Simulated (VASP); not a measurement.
# PtSe2 in VASP: a series of runs, part 2 of 2

VASP 6.6.1.

## (3) Single point, PBE+D3(BJ)

INCAR

```
ALGO = Normal ; DIPOL = 0.5 0.5 0.294
EDIFF = 1E-6 ; ENCUT = 520
GGA = PE ; IDIPOL = 3
ISIF = 2 ; ISMEAR = 0
IVDW = 12 ; LASPH = True
LCHARG = False ; LDIPOL = True
LREAL = Auto ; LWAVE = False
NBANDS = 68 ; NELM = 100
PREC = Accurate ; SIGMA = 0.02
```

KPOINTS

```
k-points
0
Gamma
  12 12 1
```

POSCAR

```
PtSe2
1.0
    3.7270000000      0.0000000000      0.0000000000
   -1.8635000000      3.2276766799      0.0000000000
    0.0000000000      0.0000000000     69.5199999968
Se Pt
10 5
Direct
    0.6666666667      0.3333333333      0.1332136639
    0.3333333333      0.6666666667      0.1708898637
    0.6666666667      0.3333333333      0.2045165784
    0.3333333333      0.6666666667      0.2420483141
    0.6666666667      0.3333333333      0.2750948046
    0.3333333333      0.6666666667      0.3126497294
    0.6666666667      0.3333333333      0.3456962199
    0.3333333333      0.6666666667      0.3832279556
    0.6666666667      0.3333333333      0.4168546703
    0.3333333333      0.6666666667      0.4545308701
    0.0000000000      0.0000000000      0.1523119009
    0.0000000000      0.0000000000      0.2232821444
    0.0000000000      0.0000000000      0.2938722670
    0.0000000000      0.0000000000      0.3644623896
    0.0000000000      0.0000000000      0.4354326330
```

Potentials or basis: VASP PAW PBE potentials, release 64 (Se, Pt).

On the command line:

```bash
$ cat potpaw_PBE.64/Se/POTCAR potpaw_PBE.64/Pt/POTCAR > POTCAR
$ mpirun -np 1 vasp_std > vasp.out
```

OUTCAR:

```text
EDIFF = 1E-6
   ENCUT = 520
   GGA = PE
   ISIF = 2
   ISMEAR = 0
   IVDW = 12
   LASPH = True
   LREAL = Auto
   NELM = 100
   PREC = Accurate
 IVDW          = 12

 ion  position               nearest neighbor table
   1  0.667  0.333  0.133-  11 2.53  11 2.53  11 2.53
   2  0.333  0.667  0.171-  11 2.51  11 2.51  11 2.51
   3  0.667  0.333  0.205-  12 2.52  12 2.52  12 2.52
   4  0.333  0.667  0.242-  12 2.52  12 2.52  12 2.52
   5  0.667  0.333  0.275-  13 2.52  13 2.52  13 2.52
   6  0.333  0.667  0.313-  13 2.52  13 2.52  13 2.52
   7  0.667  0.333  0.346-  14 2.52  14 2.52  14 2.52
   8  0.333  0.667  0.383-  14 2.52  14 2.52  14 2.52
   9  0.667  0.333  0.417-  15 2.51  15 2.51  15 2.51
  10  0.333  0.667  0.455-  15 2.53  15 2.53  15 2.53
  11  0.000  0.000  0.152-   2 2.51   2 2.51   2 2.51   1 2.53   1 2.53   1 2.53
  12  0.000  0.000  0.223-   3 2.52   3 2.52   3 2.52   4 2.52   4 2.52   4 2.52
  13  0.000  0.000  0.294-   5 2.52   6 2.52   5 2.52   6 2.52   5 2.52   6 2.52
  14  0.000  0.000  0.364-   8 2.52   8 2.52   8 2.52   7 2.52   7 2.52   7 2.52
  15  0.000  0.000  0.435-   9 2.51   9 2.51   9 2.51  10 2.53  10 2.53  10 2.53

  LATTYP: Found a hexagonal cell.
 ALAT       =     3.7270000000
 C/A-ratio  =    18.6530721752

  Lattice vectors:

 A1 = (   3.7270000000,   0.0000000000,   0.0000000000)
 A2 = (  -1.8635000000,   3.2276766799,   0.0000000000)
 A3 = (   0.0000000000,   0.0000000000,  69.5199999968)

Analysis of symmetry for initial positions (statically):
=====================================================================
 Subroutine PRICEL returns:
 Original cell was already a primitive cell.

 Routine SETGRP: Setting up the symmetry group for a
 hexagonal supercell.

 Subroutine GETGRP returns: Found 12 space group operations
 (whereof  6 operations were pure point group operations)
 out of a pool of 24 trial point group operations.

The static configuration has the point symmetry C_3v.
 The point group associated with its full space group is D_3d.

Analysis of symmetry for dynamics (positions and initial velocities):
=====================================================================
[... 180 lines left out ...]
  free energy    TOTEN  =       -71.02026765 eV

  energy without entropy =      -71.01893467  energy(sigma->0) =      -71.01960116

 E-fermi :  -0.6092     XC(G=0):  -4.0580

 val. band max:       -0.6210177991   @ k =   0.3333   0.3333   0.0000
 cond. band min:      -0.5992692778   @ k =   0.3333   0.2500   0.0000
 fundamental gap:      0.0217485213
 Fermi energy:        -0.6091986944

 k-point     1 :       0.0000    0.0000    0.0000
  band No.  band energies     occupation
      1     -16.3585      2.00000
      2     -16.1967      2.00000
      3     -15.9767      2.00000
      4     -15.7267      2.00000
      5     -15.5360      2.00000
      6     -14.7354      2.00000
[... 1319 lines left out ...]
     66       3.2605      0.00000
     67       3.7694      0.00000
 [bands above 67 left out]

------------------------ aborting loop because EDIFF is reached ----------------------------------------

 vacuum level on the upper side and lower side of the slab       (xc-potential included)        -0.005        -0.005

 Edisp (eV)   -6.73825

 E8    (eV) :    -2.9348

  FORCE on cell =-STRESS in cart. coord.  units (eV):
  Direction    XX          YY          ZZ          XY          YZ          ZX
  --------------------------------------------------------------------------------------
  -------------------------------------------------------------------------------------
  Total       2.80901     2.80901    -0.04213     0.00000     0.00000     0.00000
  in kB       5.38152     5.38152    -0.08072     0.00000     0.00000     0.00000
  external pressure =        3.56 kB  Pullay stress =        0.00 kB

 VOLUME and BASIS-vectors are now :
 -----------------------------------------------------------------------------
  energy-cutoff  :      520.00
  volume of cell :      836.29
      direct lattice vectors                 reciprocal lattice vectors
     3.727000000  0.000000000  0.000000000     0.268312316  0.154910188  0.000000000
    -1.863500000  3.227676680  0.000000000     0.000000000  0.309820375  0.000000000
     0.000000000  0.000000000 69.519999997     0.000000000  0.000000000  0.014384350

 POSITION                                       TOTAL-FORCE (eV/Angst)
 -----------------------------------------------------------------------------------
      1.86350      1.07589      9.26101        -0.000000     -0.000000      0.002569
     -0.00000      2.15178     11.88026        -0.000000     -0.000000      0.010719
      1.86350      1.07589     14.21799        -0.000000      0.000000     -0.007556
     -0.00000      2.15178     16.82720         0.000000     -0.000000      0.006663
      1.86350      1.07589     19.12459        -0.000000      0.000000     -0.010452
     -0.00000      2.15178     21.73541         0.000000     -0.000000      0.010452
      1.86350      1.07589     24.03280        -0.000000      0.000000     -0.006663
     -0.00000      2.15178     26.64201         0.000000     -0.000000      0.007556
      1.86350      1.07589     28.97974         0.000000      0.000000     -0.010719
     -0.00000      2.15178     31.59899         0.000000     -0.000000     -0.002569
      0.00000      0.00000     10.58872        -0.000000     -0.000000     -0.008160
      0.00000      0.00000     15.52257        -0.000000      0.000000     -0.006210
      0.00000      0.00000     20.43000        -0.000000     -0.000000     -0.000000
      0.00000      0.00000     25.33743         0.000000     -0.000000      0.006210
      0.00000      0.00000     30.27128         0.000000     -0.000000      0.008160
 -----------------------------------------------------------------------------------
    total drift:                               -0.000000      0.000000      0.000046

  FREE ENERGIE OF THE ION-ELECTRON SYSTEM (eV)
  ---------------------------------------------------
  free  energy   TOTEN  =       -77.7585206361 eV

  energy  without entropy=      -77.7571876636  energy(sigma->0) =      -77.75785415

 vacuum level on the upper side and lower side of the slab         4.074         4.074
```

stdout:

```text
POSCAR found type information on POSCAR SePt
 POSCAR found :  2 types and      15 ions
 scaLAPACK will be used
 LDA part: xc-table for (Slater+PW92), standard interpolation
 -----------------------------------------------------------------------------
|                                                                             |
|           W    W    AA    RRRRR   N    N  II  N    N   GGGG   !!!           |
|           W    W   A  A   R    R  NN   N  II  NN   N  G    G  !!!           |
|           W    W  A    A  R    R  N N  N  II  N N  N  G       !!!           |
|           W WW W  AAAAAA  RRRRR   N  N N  II  N  N N  G  GGG   !            |
|           WW  WW  A    A  R   R   N   NN  II  N   NN  G    G                |
|           W    W  A    A  R    R  N    N  II  N    N   GGGG   !!!           |
|                                                                             |
|     One of the lattice vectors is very long (>50 A), but AMIN is rather     |
|     large. This can spoil convergence since charge sloshing might occur     |
|     along the long lattice vector. If problems with convergence are         |
|     observed, try to decrease AMIN to a smaller value (e.g. 0.01).          |
|     Note: This warning only applies if the self-consistency cycle is        |
|     used.                                                                   |
|                                                                             |
 -----------------------------------------------------------------------------

 POSCAR, INCAR and KPOINTS ok, starting setup
 FFT: planning ... GRIDC
 FFT: planning ... GRID_SOFT
 FFT: planning ... GRID
 WAVECAR not read
 entering main loop
```

Run time: 57 min. Hardware: 1 thread of Intel Xeon 6975P-C (Granite Rapids), shared host; peak memory 1.2 GiB.

Results:

```
Free energy                : -77.7585 eV
Largest force              : 0.011 eV/Å
Band gap on the k mesh     : zero (bands 55 and 56 overlap by 0.39 eV)
Dispersion energy per atom : -0.449 eV
```

Forces on the atoms (eV/Å):
```
Se   0.000  0.000  0.003
Se   0.000  0.000  0.011
Se   0.000  0.000 -0.008
Se   0.000  0.000  0.007
Se   0.000  0.000 -0.010
Se   0.000  0.000  0.010
Se   0.000  0.000 -0.007
Se   0.000  0.000  0.008
Se   0.000  0.000 -0.011
Se   0.000  0.000 -0.003
Pt   0.000  0.000 -0.008
Pt   0.000  0.000 -0.006
Pt   0.000  0.000  0.000
Pt   0.000  0.000  0.006
Pt   0.000  0.000  0.008
```

Levels at points of the mesh, in eV from the Fermi level:
```csv
k point,band 51,band 52,band 53,band 54,band 55,band 56,band 57,band 58,band 59,band 60
"(0.00, 0.00, 0.00)",-1.03,-1.03,-0.91,-0.23,0.37,1.17,1.17,1.45,1.45,1.76
"(0.50, 0.00, 0.00)",-2.76,-2.67,-2.30,-1.81,-1.43,0.57,0.71,0.94,1.09,1.34
```

Caveat: spin-orbit coupling is left out, which moves the levels of the heavy elements.
